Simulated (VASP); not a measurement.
# AlNi (P4/mmm) in VASP: notebook

Runs on AlNi. Level: PBE. Tasks: single point.

All numbers are computed with VASP 6.6.1; they aren't measurements. Logs are shortened: lines on timing, memory, paths and dates and some standing lists are left out, and cuts for length are marked.

## 1. The cell of the first run

The structure is tetragonal, space group P4/mmm (No. 123). The conventional cell has a = 2.871 Å, b = 2.871 Å, c = 2.980 Å, α = 90.00°, β = 90.00°, γ = 90.00°. Within 3.3 Å of Al (site symmetry 4/mmm) lie 8 Ni at 2.52 Å and 6 Al at 2.87 to 2.98 Å. Within 3.3 Å of Ni (site symmetry 4/mmm) lie 8 Al at 2.52 Å and 6 Ni at 2.87 to 2.98 Å.

## 2. Single point, PBE (uniaxial strain along c: +3.0 %)

INCAR reads:

```
SYSTEM = AlNi
PREC = Accurate
ENCUT = 520
EDIFF = 1E-7
ISMEAR = 0
SIGMA = 0.1
LREAL = .False.
LASPH = .True.
NELM = 60
ALGO = Fast
ISIF = 2
LWAVE = .False.
LCHARG = .False.
GGA = PE
NBANDS = 14
```

KPOINTS reads:

```
regular mesh
0
Gamma
  18 18 18
  0 0 0
```

POSCAR reads:

```
AlNi
1.0
    2.8713937465      0.0000000000      0.0000000000
    0.0000000000      2.8713937465      0.0000000000
    0.0000000000      0.0000000000      2.9798846941
Al Ni
1 1
Direct
    0.5000000000      0.5000000000      0.5000000000
    0.0000000000      0.0000000000      0.0000000000
```

Potentials or basis: VASP PAW PBE potentials, release 64 (Al, Ni).

Run with:

```sh
$ cat potpaw_PBE.64/Al/POTCAR potpaw_PBE.64/Ni/POTCAR > POTCAR
$ mpirun -np 1 vasp_std > vasp.out
```

OUTCAR:

```text
SYSTEM = AlNi
   PREC = Accurate
   ENCUT = 520
   EDIFF = 1E-7
   ISMEAR = 0
   LREAL = .False.
   LASPH = .True.
   NELM = 60
   ISIF = 2
   GGA = PE

 ion  position               nearest neighbor table
   1  0.500  0.500  0.500-   2 2.52   2 2.52   2 2.52   2 2.52   2 2.52   2 2.52   2 2.52   2 2.52

   2  0.000  0.000  0.000-   1 2.52   1 2.52   1 2.52   1 2.52   1 2.52   1 2.52   1 2.52   1 2.52

  LATTYP: Found a simple tetragonal cell.
 ALAT       =     2.8713937465
 C/A-ratio  =     1.0377833753

  Lattice vectors:

 A1 = (   2.8713937465,   0.0000000000,   0.0000000000)
 A2 = (   0.0000000000,   2.8713937465,   0.0000000000)
 A3 = (   0.0000000000,   0.0000000000,   2.9798846941)

Analysis of symmetry for initial positions (statically):
=====================================================================
 Subroutine PRICEL returns:
 Original cell was already a primitive cell.

 Routine SETGRP: Setting up the symmetry group for a
 simple tetragonal supercell.

 Subroutine GETGRP returns: Found 16 space group operations
 (whereof 16 operations were pure point group operations)
 out of a pool of 16 trial point group operations.

The static configuration has the point symmetry D_4h.

Analysis of symmetry for dynamics (positions and initial velocities):
=====================================================================
 Subroutine PRICEL returns:
 Original cell was already a primitive cell.

 Routine SETGRP: Setting up the symmetry group for a
 simple tetragonal supercell.

 Subroutine GETGRP returns: Found 16 space group operations
 (whereof 16 operations were pure point group operations)
 out of a pool of 16 trial point group operations.

The dynamic configuration has the point symmetry D_4h.

 Subroutine INISYM returns: Found 16 space group operations
 (whereof 16 operations are pure point group operations),
 and found     1 'primitive' translations

----------------------------------------------------------------------------------------

                                     Primitive cell

  volume of cell :      24.5689

  direct lattice vectors                    reciprocal lattice vectors
     2.871393746  0.000000000  0.000000000     0.348262930  0.000000000  0.000000000
     0.000000000  2.871393746  0.000000000     0.000000000  0.348262930  0.000000000
     0.000000000  0.000000000  2.979884694     0.000000000  0.000000000  0.335583455

  length of vectors
     2.871393746  2.871393746  2.979884694     0.348262930  0.348262930  0.335583455

  position of ions in fractional coordinates (direct lattice)
     0.500000000  0.500000000  0.500000000
     0.000000000  0.000000000  0.000000000

  ion indices of the primitive-cell ions
   primitive index   ion index
                 1           1
                 2           2

----------------------------------------------------------------------------------------

 KPOINTS: regular mesh

Automatic generation of k-mesh.
 Grid dimensions read from file:
 generate k-points for:   18   18   18

 Generating k-lattice:

  Cartesian coordinates                     Fractional coordinates (reciprocal lattice)
     0.019347941  0.000000000  0.000000000     0.055555556  0.000000000  0.000000000
     0.000000000  0.019347941  0.000000000     0.000000000  0.055555556  0.000000000
     0.000000000  0.000000000  0.018643525     0.000000000  0.000000000  0.055555556

  Length of vectors
     0.019347941  0.019347941  0.018643525

  Shift w.r.t. Gamma in fractional coordinates (k-lattice)
     0.000000000  0.000000000  0.000000000

 Subroutine IBZKPT returns following result:
 ===========================================

 Found    550 irreducible k-points:

 Following reciprocal coordinates:
            Coordinates               Weight
  0.000000  0.000000  0.000000      1.000000
  0.055556  0.000000  0.000000      4.000000
  0.111111  0.000000  0.000000      4.000000
  0.166667  0.000000  0.000000      4.000000
  0.222222  0.000000  0.000000      4.000000
  0.277778  0.000000  0.000000      4.000000
[... 16 lines left out ...]
  0.277778  0.111111  0.000000      8.000000
  0.333333  0.111111  0.000000      8.000000
 [... further k-points ...]
   k-points           NKPTS =    550   k-points in BZ     NKDIM =    550   number of bands    NBANDS=     14
   number of dos      NEDOS =    301   number of ions     NIONS =      2
   total plane-waves  NPLWV =  13824
   dimension x,y,z NGX =    24 NGY =   24 NGZ =   24
   dimension x,y,z NGXF=    48 NGYF=   48 NGZF=   48
   ions per type =               1   1
   NGX,Y,Z   is equivalent  to a cutoff of  13.90, 13.90, 13.39 a.u.
   NGXF,Y,Z  is equivalent  to a cutoff of  27.79, 27.79, 26.78 a.u.
 SYSTEM =  AlNi
   PREC   = accura    normal or accurate (medium, high low for compatibility)
   ISTART =      0    job   : 0-new  1-cont  2-samecut
   ICHARG =      2    charge: 1-file 2-atom 10-const
   ISPIN  =      1    spin polarized calculation?
   LNONCOLLINEAR =      F non collinear calculations
   LSORBIT =      F    spin-orbit coupling
   LASPH  =      T    aspherical Exc in radial PAW
   ENCUT  =  520.0 eV  38.22 Ry    6.18 a.u.   5.34  5.34  5.54*2*pi/ulx,y,z
   NELM   =     60;   NELMIN=  2; NELMDL= -5     # of ELM steps
   EDIFF  = 0.1E-06   stopping-criterion for ELM
   LREAL  =      F    real-space projection
   EDIFFG = 0.1E-05   stopping-criterion for IOM
   NSW    =      0    number of steps for IOM
   IBRION =     -1    ionic relax: 0-MD 1-quasi-New 2-CG
   NFREE  =      0    steps in history (QN), initial steepest desc. (CG)
   ISIF   =      2    stress and relaxation
   ISYM   =      2    0-nonsym 1-usesym 2-fastsym
   POTIM  = 0.5000    time-step for ionic-motion
   TEBEG  =    0.0;   TEEND  =   0.0 temperature during run
   PSTRESS=    0.0 pullay stress
   NELECT =      13.0000    total number of electrons
   NUPDOWN=      -1.0000    fix difference up-down
   EMIN   =  10.00;   EMAX   =-10.00  energy-range for DOS
   EFERMI =   0.00;   METHOD = LEGACY
   ISMEAR =     0;   SIGMA  =   0.10  broadening in eV -4-tet -1-fermi 0-gaus
   EFERMI_NEDOS =   21; number of points for ismear=-14 and -15
   IALGO  =     68    algorithm
   IMIX   =      4    mixing-type and parameters
     AMIX     =   0.40;   BMIX     =  1.00
     AMIX_MAG =   1.60;   BMIX_MAG =  1.00
  volume/ion in A,a.u.               =      12.28        82.90
  Fermi-wavevector in a.u.,A,eV,Ry     =   1.324121  2.502226 23.855041  1.753296
  Thomas-Fermi vector in A             =   2.453679
   LORBIT       =      0    0 simple, 1 ext, 2 COOP (PROOUT), +10 PAW based schemes
   GGA     = PE    functional components
   LHFCALC =     F    Hartree Fock is set to
   AEXX    =    0.0000 exact exchange contribution
   IVDW    =     0    specifies the selected vdW correction
   LEPSILON=     F    determine dielectric tensor
   LRPA    =     F    only Hartree local field effects (RPA)
 non-spin polarized calculation
 RMM-DIIS sequential band-by-band and
 Gauss-broadening in eV      SIGMA  =   0.10
  energy-cutoff  :      520.00
  volume of cell :       24.57
 maximum number of plane-waves:       679
 NGX is ok and might be reduce to    24
   NGX = 11   NGY = 11   NGZ = 11

 number of electron      12.9999999 magnetization

 Free energy of the ion-electron system (eV)
  ---------------------------------------------------
  ext. energy  EPLUGINS =         0.00000000
  ---------------------------------------------------
  free energy    TOTEN  =       -10.53442364 eV

  energy without entropy =      -10.53083841  energy(sigma->0) =      -10.53263103

 E-fermi :   9.6721     XC(G=0): -11.9188

 val. band max:        9.6682104801   @ k =   0.3889   0.2222   0.1667
 cond. band min:       9.6851874671   @ k =   0.3333   0.0556   0.0556
 fundamental gap:      0.0169769870
 Fermi energy:         9.6720553846

 k-point     1 :       0.0000    0.0000    0.0000
  band No.  band energies     occupation
      1      -1.2703      2.00000
      2       6.5561      2.00000
      3       6.5897      2.00000
      4       8.1601      2.00000
      5       8.1601      2.00000
      6       8.2527      2.00000
      7      14.2152      0.00000
      8      15.4965      0.00000
      9      15.4965      0.00000
     10      17.4945      0.00000
     11      17.8584      0.00000
     12      23.0041      0.00000
     13      30.0268      0.00000
     14      30.0276      0.00000

 k-point     2 :       0.0556    0.0000    0.0000
  band No.  band energies     occupation
      1      -1.2131      2.00000
      2       6.5655      2.00000
      3       6.5928      2.00000
      4       8.1311      2.00000
      5       8.1629      2.00000
      6       8.2290      2.00000
      7      14.2944      0.00000
      8      14.7938      0.00000
      9      15.5704      0.00000
     10      17.5495      0.00000
     11      18.4178      0.00000
     12      23.2398      0.00000
     13      29.2396      0.00000
     14      30.0627      0.00000

 k-point     3 :       0.1111    0.0000    0.0000
  band No.  band energies     occupation
      1      -1.0420      2.00000
      2       6.5657      2.00000
      3       6.6203      2.00000
      4       8.0501      2.00000
      5       8.1621      2.00000
      6       8.1710      2.00000
      7      13.5446      0.00000
      8      14.5266      0.00000
      9      15.7878      0.00000
     10      17.5816      0.00000
     11      19.3478      0.00000
     12      23.9739      0.00000
     13      27.8708      0.00000
     14      28.8628      0.00000

 k-point     4 :       0.1667    0.0000    0.0000
  band No.  band energies     occupation
      1      -0.7585      2.00000
      2       6.5173      2.00000
      3       6.6801      2.00000
      4       7.9327      2.00000
      5       8.0637      2.00000
      6       8.1834      2.00000
      7      12.2745      0.00000
      8      14.8970      0.00000
      9      16.1382      0.00000
     10      17.6179      0.00000
     11      20.1199      0.00000
     12      25.1964      0.00000
     13      26.4572      0.00000
     14      27.4873      0.00000

 k-point     5 :       0.2222    0.0000    0.0000
  band No.  band energies     occupation
      1      -0.3652      2.00000
      2       6.3749      2.00000
      3       6.7570      2.00000
      4       7.7979      2.00000
      5       7.9487      2.00000
      6       8.1986      2.00000
      7      11.1364      0.00000
      8      15.3879      0.00000
      9      16.6078      0.00000
     10      17.6640      0.00000
     11      20.7337      0.00000
[... 276 lines left out ...]
 k-point    22 :       0.2222    0.1111    0.0000
  band No.  band energies     occupation
      1      -0.1434      2.00000
      2       6.4510      2.00000
      3       6.7650      2.00000
      4       7.8107      2.00000
      5       7.8330      2.00000
      6       8.1046      2.00000
      7      11.3047      0.00000
      8      14.5705      0.00000
      9      15.6779      0.00000
     10      18.4777      0.00000
     11      22.2741      0.00000
     12      24.0893      0.00000
     13      25.2402      0.00000
     14      26.9976      0.00000

 k-point    23 :       0.2778    0.1111    0.0000
  band No.  band energies     occupation
      1       0.3519      2.00000
      2       6.1549      2.00000
      3       6.8539      2.00000
      4       7.6811      2.00000
      5       7.7310      2.00000
      6       8.1224      2.00000
      7      10.3777      0.00000
      8      15.0275      0.00000
      9      16.2648      0.00000
     10      18.5994      0.00000
     11      22.6304      0.00000
     12      23.1657      0.00000
     13      23.9478      0.00000
     14      26.9438      0.00000

 k-point    24 :       0.3333    0.1111    0.0000
  band No.  band energies     occupation
      1       0.9465      2.00000
      2       5.6337      2.00000
      3       6.9430      2.00000
      4       7.5657      2.00000
      5       7.6525      2.00000
      6       8.1396      2.00000
      7       9.7292      0.41889
      8      15.5550      0.00000
      9      16.9425      0.00000
     10      18.6770      0.00000
     11      21.8260      0.00000
     12      22.7298      0.00000
     13      23.4860      0.00000
     14      26.0758      0.00000

 [... further k-points ...]

------------------------ aborting loop because EDIFF is reached ----------------------------------------

  FORCE on cell =-STRESS in cart. coord.  units (eV):
  Direction    XX          YY          ZZ          XY          YZ          ZX
  --------------------------------------------------------------------------------------
  -------------------------------------------------------------------------------------
  Total       -0.2446337     -0.2446337     -0.5767344      0.0000000     -0.0000000      0.0000000
  in kB      -15.9529829    -15.9529829    -37.6098387      0.0000000     -0.0000000      0.0000000
  external PRESSURE =     -23.1719348 kB  Pullay stress =       0.0000000 kB

 VOLUME and BASIS-vectors are now :
 -----------------------------------------------------------------------------
  energy-cutoff  :      520.00
  volume of cell :       24.57
      direct lattice vectors                 reciprocal lattice vectors
     2.871393746  0.000000000  0.000000000     0.348262930  0.000000000  0.000000000
     0.000000000  2.871393746  0.000000000     0.000000000  0.348262930  0.000000000
     0.000000000  0.000000000  2.979884694     0.000000000  0.000000000  0.335583455

 POSITION                                       TOTAL-FORCE (eV/Angst)
 -----------------------------------------------------------------------------------
      1.43570      1.43570      1.48994         0.000000      0.000000      0.000000
      0.00000      0.00000      0.00000         0.000000      0.000000      0.000000
 -----------------------------------------------------------------------------------
    total drift:                                0.000000      0.000000      0.000000

  FREE ENERGIE OF THE ION-ELECTRON SYSTEM (eV)
  ---------------------------------------------------
  free  energy   TOTEN  =       -10.5344236419 eV

  energy  without entropy=      -10.5308384148  energy(sigma->0) =      -10.53263103
```

It took 1.9 min on 1 thread of Intel Xeon Platinum 8259CL at 2.50GHz (Skylake/Cascade Lake), shared host; peak memory 0.3 GiB.

What came out:

- Free energy: -10.5344 eV
- Pressure: -2.3 GPa
- Band gap on the k mesh: zero (an odd number of electrons rules out a gap without spin polarisation)

Levels at points of the mesh, in eV from the Fermi level:
```tsv
k point	band 4	band 5	band 6	band 7	band 8	band 9	band 10	band 11
(0.00, 0.00, 0.00)	-1.51	-1.51	-1.42	4.54	5.82	5.82	7.82	8.19
(0.50, 0.00, 0.00)	-2.30	-2.09	-1.42	-0.54	8.21	9.14	10.06	10.35
(0.50, 0.50, 0.00)	-2.65	-2.09	-2.09	-0.92	1.66	2.55	11.41	14.42
(0.00, 0.00, 0.50)	-2.10	-2.10	-1.35	-0.80	8.25	10.21	10.21	10.74
(0.50, 0.00, 0.50)	-2.79	-1.96	-1.93	-1.01	1.34	2.24	12.28	15.00
(0.50, 0.50, 0.50)	-1.00	-0.90	1.99	2.06	2.06	3.46	4.20	4.20
```

Caveat: the cell differs from its parent crystal (uniaxial strain along c: +3.0 %). Spin polarisation is off, so any magnetic state and its effect on volume and gap are missing.

## 3. Single point, PBE (uniaxial strain along c: +4.5 %)

INCAR reads:

```
SYSTEM = AlNi
ALGO = Fast
EDIFF = 1E-6
ENCUT = 520
GGA = PE
ISIF = 2
ISMEAR = 0
LASPH = .TRUE.
LCHARG = .FALSE.
LREAL = .FALSE.
LWAVE = .FALSE.
NBANDS = 14
NELM = 100
PREC = Accurate
SIGMA = 0.1
```

KPOINTS reads:

```
k-points
0
G
  18 18 18
  0 0 0
```

POSCAR reads:

```
AlNi
1.0
    2.8605446517      0.0000000000      0.0000000000
    0.0000000000      2.8605446517      0.0000000000
    0.0000000000      0.0000000000      3.0232810731
Al Ni
1 1
Direct
    0.5000000000      0.5000000000      0.5000000000
    0.0000000000      0.0000000000      0.0000000000
```

Potentials or basis: VASP PAW PBE potentials, release 64 (Al, Ni).

Run with:

```sh
$ cat potpaw_PBE.64/Al/POTCAR potpaw_PBE.64/Ni/POTCAR > POTCAR
$ mpirun -np 1 vasp_std > vasp.out
```

It took 1.8 min on 1 thread of Intel Xeon Platinum 8259CL at 2.50GHz (Skylake/Cascade Lake), shared host; peak memory 0.3 GiB.

Results (log left out):

```yaml
Free_energy: -10.5267 eV
Pressure: -3.2 GPa
Band_gap_on_the_k_mesh: zero (an odd number of electrons rules out a gap without spin polarisation)
```

Stress tensor (GPa, compression positive):
```
-2.24  0.00  0.00
 0.00 -2.24  0.00
 0.00  0.00 -5.27
```

Levels at points of the mesh, in eV from the Fermi level:
| k point | band 5 | band 6 | band 7 | band 8 | band 9 | band 10 |
| --- | --- | --- | --- | --- | --- | --- |
| (0.00, 0.00, 0.00) | -1.51 | -1.37 | 4.13 | 6.01 | 6.01 | 7.65 |
| (0.50, 0.00, 0.00) | -2.04 | -1.41 | -0.49 | 8.15 | 8.77 | 9.74 |
| (0.50, 0.50, 0.00) | -2.11 | -2.11 | -0.88 | 1.76 | 2.62 | 11.09 |
| (0.00, 0.00, 0.50) | -2.04 | -1.31 | -0.88 | 8.26 | 10.34 | 10.34 |
| (0.50, 0.00, 0.50) | -1.92 | -1.87 | -1.02 | 1.30 | 2.16 | 12.37 |
| (0.50, 0.50, 0.50) | -0.87 | 1.98 | 2.09 | 2.09 | 3.41 | 4.11 |

Caveat: the cell differs from its parent crystal (uniaxial strain along c: +4.5 %); the cell stands under tension. Spin polarisation is off, so any magnetic state and its effect on volume and gap are missing.
